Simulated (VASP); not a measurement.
# RbBr (Pm-3m) in VASP: a series of runs

RbBr is run at these levels: LDA, r2SCAN; tasks: relaxation of cell and atoms.

Everything below comes from runs of VASP 6.6.1. Logs are shortened: lines on timing, memory, paths and dates and some standing lists are left out, and cuts for length are marked.

### 1 The cell of the first run

The structure is cubic, space group Pm-3m (No. 221). Conventional cell: a = 4.193 Å, b = 4.193 Å, c = 4.193 Å, α = 90.00°, β = 90.00°, γ = 90.00°. Rb (site symmetry m-3m) has 8 Br at 3.63 Å and 6 Rb at 4.19 Å within 4.8 Å. Br (site symmetry m-3m) has 8 Rb at 3.63 Å and 6 Br at 4.19 Å within 4.8 Å.

### 2 Relaxation of cell and atoms, LDA

Contents of INCAR:

```
SYSTEM = RbBr
PREC = Accurate ; ENCUT = 600
EDIFF = 1E-6 ; ISMEAR = -1
SIGMA = 0.02 ; LREAL = .FALSE.
LASPH = .TRUE. ; NELM = 100
ALGO = Normal ; ISIF = 3
LWAVE = .FALSE. ; LCHARG = .FALSE.
GGA = CA ; IBRION = 2
NSW = 80 ; EDIFFG = -0.005
```

Contents of KPOINTS:

```
Automatic mesh
0
G
  6 6 6
  0 0 0
```

Contents of POSCAR:

```
RbBr
1.0
    4.1929020877      0.0000000000      0.0000000000
    0.0000000000      4.1929020877      0.0000000000
    0.0000000000      0.0000000000      4.1929020877
Rb Br
1 1
Direct
    0.0000000000      0.0000000000      0.0000000000
    0.5000000000      0.5000000000      0.5000000000
```

Potentials or basis: VASP PAW LDA potentials, release 64 (Rb_sv, Br).

On the command line:

```console
cat potpaw_LDA.64/Rb_sv/POTCAR potpaw_LDA.64/Br/POTCAR > POTCAR
mpirun -np 1 vasp_std > vasp.out
```

OUTCAR:

```text
SYSTEM = RbBr
   PREC = Accurate
   ENCUT = 600
   EDIFF = 1E-6
   ISMEAR = -1
   LREAL = .FALSE.
   LASPH = .TRUE.
   NELM = 100
   ISIF = 3
   GGA = CA
   IBRION = 2
   NSW = 80
   EDIFFG = -0.005

 ion  position               nearest neighbor table
   1  0.000  0.000  0.000-   2 3.63   2 3.63   2 3.63   2 3.63   2 3.63   2 3.63   2 3.63   2 3.63

   2  0.500  0.500  0.500-   1 3.63   1 3.63   1 3.63   1 3.63   1 3.63   1 3.63   1 3.63   1 3.63

  LATTYP: Found a simple cubic cell.
 ALAT       =     4.1929020877

  Lattice vectors:

 A1 = (   4.1929020877,   0.0000000000,   0.0000000000)
 A2 = (   0.0000000000,   4.1929020877,   0.0000000000)
 A3 = (   0.0000000000,   0.0000000000,   4.1929020877)

Analysis of symmetry for initial positions (statically):
=====================================================================
 Subroutine PRICEL returns:
 Original cell was already a primitive cell.

 Routine SETGRP: Setting up the symmetry group for a
 simple cubic supercell.

 Subroutine GETGRP returns: Found 48 space group operations
 (whereof 48 operations were pure point group operations)
 out of a pool of 48 trial point group operations.

The static configuration has the point symmetry O_h .

Analysis of symmetry for dynamics (positions and initial velocities):
=====================================================================
 Subroutine PRICEL returns:
 Original cell was already a primitive cell.

 Routine SETGRP: Setting up the symmetry group for a
 simple cubic supercell.

 Subroutine GETGRP returns: Found 48 space group operations
 (whereof 48 operations were pure point group operations)
 out of a pool of 48 trial point group operations.

The dynamic configuration has the point symmetry O_h .

 Subroutine INISYM returns: Found 48 space group operations
 (whereof 48 operations are pure point group operations),
 and found     1 'primitive' translations

----------------------------------------------------------------------------------------

                                     Primitive cell

  volume of cell :      73.7130

  direct lattice vectors                    reciprocal lattice vectors
     4.192902088  0.000000000  0.000000000     0.238498295  0.000000000  0.000000000
     0.000000000  4.192902088  0.000000000     0.000000000  0.238498295  0.000000000
     0.000000000  0.000000000  4.192902088     0.000000000  0.000000000  0.238498295

  length of vectors
     4.192902088  4.192902088  4.192902088     0.238498295  0.238498295  0.238498295

  position of ions in fractional coordinates (direct lattice)
     0.000000000  0.000000000  0.000000000
     0.500000000  0.500000000  0.500000000

  ion indices of the primitive-cell ions
   primitive index   ion index
                 1           1
                 2           2

----------------------------------------------------------------------------------------

 KPOINTS: Automatic mesh

Automatic generation of k-mesh.
 Grid dimensions read from file:
 generate k-points for:    6    6    6

 Generating k-lattice:

  Cartesian coordinates                     Fractional coordinates (reciprocal lattice)
     0.039749716  0.000000000  0.000000000     0.166666667  0.000000000  0.000000000
     0.000000000  0.039749716  0.000000000     0.000000000  0.166666667  0.000000000
     0.000000000  0.000000000  0.039749716     0.000000000  0.000000000  0.166666667

  Length of vectors
     0.039749716  0.039749716  0.039749716

  Shift w.r.t. Gamma in fractional coordinates (k-lattice)
     0.000000000  0.000000000  0.000000000

 Subroutine IBZKPT returns following result:
 ===========================================

 Found     20 irreducible k-points:

 Following reciprocal coordinates:
            Coordinates               Weight
  0.000000  0.000000  0.000000      1.000000
  0.166667  0.000000  0.000000      6.000000
  0.333333  0.000000  0.000000      6.000000
  0.500000  0.000000  0.000000      3.000000
  0.166667  0.166667  0.000000     12.000000
  0.333333  0.166667  0.000000     24.000000
[... 12 lines left out ...]
  0.500000  0.500000  0.333333      6.000000
  0.500000  0.500000  0.500000      1.000000
   k-points           NKPTS =     20   k-points in BZ     NKDIM =     20   number of bands    NBANDS=     12
   number of dos      NEDOS =    301   number of ions     NIONS =      2
   total plane-waves  NPLWV =  46656
   dimension x,y,z NGX =    36 NGY =   36 NGZ =   36
   dimension x,y,z NGXF=    72 NGYF=   72 NGZF=   72
   ions per type =               1   1
   NGX,Y,Z   is equivalent  to a cutoff of  14.27, 14.27, 14.27 a.u.
   NGXF,Y,Z  is equivalent  to a cutoff of  28.55, 28.55, 28.55 a.u.
 SYSTEM =  RbBr
   PREC   = accura    normal or accurate (medium, high low for compatibility)
   ISTART =      0    job   : 0-new  1-cont  2-samecut
   ICHARG =      2    charge: 1-file 2-atom 10-const
   ISPIN  =      1    spin polarized calculation?
   LNONCOLLINEAR =      F non collinear calculations
   LSORBIT =      F    spin-orbit coupling
   LASPH  =      T    aspherical Exc in radial PAW
   ENCUT  =  600.0 eV  44.10 Ry    6.64 a.u.   8.37  8.37  8.37*2*pi/ulx,y,z
   NELM   =    100;   NELMIN=  2; NELMDL= -5     # of ELM steps
   EDIFF  = 0.1E-05   stopping-criterion for ELM
   LREAL  =      F    real-space projection
   EDIFFG = -.5E-02   stopping-criterion for IOM
   NSW    =     80    number of steps for IOM
   IBRION =      2    ionic relax: 0-MD 1-quasi-New 2-CG
   NFREE  =      1    steps in history (QN), initial steepest desc. (CG)
   ISIF   =      3    stress and relaxation
   ISYM   =      2    0-nonsym 1-usesym 2-fastsym
   POTIM  = 0.5000    time-step for ionic-motion
   TEBEG  =    0.0;   TEEND  =   0.0 temperature during run
   PSTRESS=    0.0 pullay stress
   NELECT =      16.0000    total number of electrons
   NUPDOWN=      -1.0000    fix difference up-down
   EMIN   =  10.00;   EMAX   =-10.00  energy-range for DOS
   EFERMI =   0.00;   METHOD = LEGACY
   ISMEAR =    -1;   SIGMA  =   0.02  broadening in eV -4-tet -1-fermi 0-gaus
   EFERMI_NEDOS =   21; number of points for ismear=-14 and -15
   IALGO  =     38    algorithm
   IMIX   =      4    mixing-type and parameters
     AMIX     =   0.40;   BMIX     =  1.00
     AMIX_MAG =   1.60;   BMIX_MAG =  1.00
  volume/ion in A,a.u.               =      36.86       248.72
  Fermi-wavevector in a.u.,A,eV,Ry     =   0.983860  1.859226 13.170182  0.967981
  Thomas-Fermi vector in A             =   2.115050
   LORBIT       =      0    0 simple, 1 ext, 2 COOP (PROOUT), +10 PAW based schemes
   GGA     = CA    functional components
   LHFCALC =     F    Hartree Fock is set to
   AEXX    =    0.0000 exact exchange contribution
   IVDW    =     0    specifies the selected vdW correction
   LEPSILON=     F    determine dielectric tensor
   LRPA    =     F    only Hartree local field effects (RPA)
 conjugate gradient relaxation of ions
 non-spin polarized calculation
  energy-cutoff  :      600.00
  volume of cell :       73.71
 maximum number of plane-waves:      2517
 NGX is ok and might be reduce to    36
   NGX = 17   NGY = 17   NGZ = 17

--------------------------------------- Ionic step        1  -------------------------------------------

 number of electron      16.0000000 magnetization

 Free energy of the ion-electron system (eV)
  ---------------------------------------------------
  ext. energy  EPLUGINS =         0.00000000
  ---------------------------------------------------
  free energy    TOTEN  =        -6.62112122 eV

  energy without entropy =       -6.62112122  energy(sigma->0) =       -6.62112122

------------------------ aborting loop because EDIFF is reached ----------------------------------------

  FORCE on cell =-STRESS in cart. coord.  units (eV):
  Direction    XX          YY          ZZ          XY          YZ          ZX
  --------------------------------------------------------------------------------------
  -------------------------------------------------------------------------------------
  Total       -1.1180264     -1.1180264     -1.1180264     -0.0000000      0.0000000     -0.0000000
  in kB      -24.3006827    -24.3006827    -24.3006827     -0.0000000      0.0000000     -0.0000000
  external PRESSURE =     -24.3006827 kB  Pullay stress =       0.0000000 kB
[... 21 lines left out ...]
  energy  without entropy=       -6.6211212185  energy(sigma->0) =       -6.62112122

--------------------------------------- Ionic step        2  -------------------------------------------

 number of electron      16.0000000 magnetization

 E-fermi :  -0.2743     XC(G=0):  -8.5458

 val. band max:       -0.6866077243   @ k =   0.5000   0.5000   0.0000
 cond. band min:       3.1173543106   @ k =   0.0000   0.0000   0.0000
 fundamental gap:      3.8039620349
 Fermi energy:        -0.2743148999

 k-point     1 :       0.0000    0.0000    0.0000
  band No.  band energies     occupation
      1     -25.5898      2.00000
      2     -13.3943      2.00000
      3      -9.6293      2.00000
      4      -9.6293      2.00000
      5      -9.6293      2.00000
      6      -0.8457      2.00000
      7      -0.8457      2.00000
      8      -0.8457      2.00000
      9       3.1174      0.00000
     10       4.5745      0.00000
     11       4.5745      0.00000
     12       9.2106      0.00000
[... 348 lines left out ...]
  FREE ENERGIE OF THE ION-ELECTRON SYSTEM (eV)
  ---------------------------------------------------
  free  energy   TOTEN  =        -6.7196500279 eV

  energy  without entropy=       -6.7196500279  energy(sigma->0) =       -6.71965003

[... ionic steps 4 to 15 ...]

--------------------------------------- Ionic step       16  -------------------------------------------

 number of electron      15.9999999 magnetization

------------------------ aborting loop because EDIFF is reached ----------------------------------------

  FORCE on cell =-STRESS in cart. coord.  units (eV):
  Direction    XX          YY          ZZ          XY          YZ          ZX
  --------------------------------------------------------------------------------------
  -------------------------------------------------------------------------------------
  Total       -0.0148509     -0.0148509     -0.0148509      0.0000000      0.0000000      0.0000000
  in kB       -0.3791042     -0.3791042     -0.3791042      0.0000000      0.0000000      0.0000000
  external PRESSURE =      -0.3791042 kB  Pullay stress =       0.0000000 kB
[... 57 lines left out ...]
  energy  without entropy=       -6.7201584549  energy(sigma->0) =       -6.72015845

--------------------------------------- Ionic step       18  -------------------------------------------

 number of electron      15.9999999 magnetization

 Free energy of the ion-electron system (eV)
  ---------------------------------------------------
  ext. energy  EPLUGINS =         0.00000000
  ---------------------------------------------------
  free energy    TOTEN  =        -6.72016342 eV

  energy without entropy =       -6.72016342  energy(sigma->0) =       -6.72016342

 E-fermi :   0.2069     XC(G=0):  -8.8852

 val. band max:       -0.2533109586   @ k =   0.5000   0.5000   0.0000
 cond. band min:       3.8557430445   @ k =   0.0000   0.0000   0.0000
 fundamental gap:      4.1090540031
 Fermi energy:         0.2068605954

 k-point     1 :       0.0000    0.0000    0.0000
  band No.  band energies     occupation
      1     -25.0726      2.00000
      2     -13.1095      2.00000
      3      -9.0963      2.00000
      4      -9.0963      2.00000
      5      -9.0963      2.00000
      6      -0.4095      2.00000
      7      -0.4095      2.00000
      8      -0.4095      2.00000
      9       3.8557      0.00000
     10       4.8868      0.00000
     11       4.8868      0.00000
     12       9.8544      0.00000
[... 312 lines left out ...]
  FREE ENERGIE OF THE ION-ELECTRON SYSTEM (eV)
  ---------------------------------------------------
  free  energy   TOTEN  =        -6.7201634180 eV

  energy  without entropy=       -6.7201634180  energy(sigma->0) =       -6.72016342

 reached required accuracy - stopping structural energy minimisation
```

Run time: 2.4 min. Hardware: 1 thread of Intel Xeon 8259CL, shared host; peak memory 0.2 GiB.

What came out:

| Item | Value |
| --- | --- |
| Free energy | -6.7202 eV |
| Relaxed volume | 31.36 Å³/atom |
| Relaxed cell | a = 3.973 Å, b = 3.973 Å, c = 3.973 Å, α = 90.00°, β = 90.00°, γ = 90.00° |
| Space group after relaxing (to 0.1 Å) | Pm-3m (No. 221) |
| Energy gained by relaxing | 49.5 meV/atom |
| Ionic steps | 18 |
| Pressure after relaxing | 0.0 GPa |
| Band gap on the k mesh | 4.11 eV (least direct gap 4.27 eV) |

The path:
```
step  energy change (eV)  largest force (eV/Å)  pressure (GPa)  volume (Å³)
   1              0.0000                0.0000           -2.43        73.71
   2             -0.0726                0.0000           -1.48        67.91
   3             -0.0985                0.0000           -0.24        63.35
   4             -0.0990                0.0000            0.03        62.57
   5             -0.0990                0.0000           -0.04        62.78
   6             -0.0990                0.0000           -0.05        62.78
   7             -0.0990                0.0000           -0.06        62.78
   8             -0.0990                0.0000           -0.04        62.78
   9             -0.0990                0.0000           -0.04        62.78
  10             -0.0990                0.0000           -0.04        62.78
  11             -0.0990                0.0000           -0.04        62.78
  12             -0.0990                0.0000           -0.04        62.78
  13             -0.0990                0.0000           -0.05        62.78
  14             -0.0990                0.0000           -0.05        62.77
  15             -0.0990                0.0000           -0.05        62.77
  16             -0.0990                0.0000           -0.04        62.76
  17             -0.0990                0.0000           -0.03        62.75
  18             -0.0990                0.0000           -0.02        62.72
```

Final structure:
```
Rb Br
1.0
     3.97308    0.00000    0.00000
     0.00000    3.97308    0.00000
     0.00000    0.00000    3.97308
Rb Br
1 1
Cartesian
  0.0000 0.0000 0.0000
  1.9865 1.9865 1.9865
```

Levels at points of the mesh, in eV from the valence-band top:
| k point | band 5 | band 6 | band 7 | band 8 | band 9 | band 10 | band 11 | band 12 |
| --- | --- | --- | --- | --- | --- | --- | --- | --- |
| (0.00, 0.00, 0.00) | -8.84 | -0.16 | -0.16 | -0.16 | 4.11 | 5.14 | 5.14 | 10.11 |
| (0.50, 0.00, 0.00) | -8.76 | -2.12 | -0.31 | -0.31 | 6.60 | 7.35 | 7.99 | 8.49 |
| (0.50, 0.50, 0.00) | -8.71 | -1.20 | -1.20 | 0.00 | 5.02 | 6.05 | 7.84 | 7.84 |
| (0.50, 0.50, 0.50) | -9.17 | -1.70 | -1.70 | -1.70 | 8.37 | 8.37 | 8.37 | 9.75 |

A k mesh can miss the band edges.

[end of part 1 of 2]
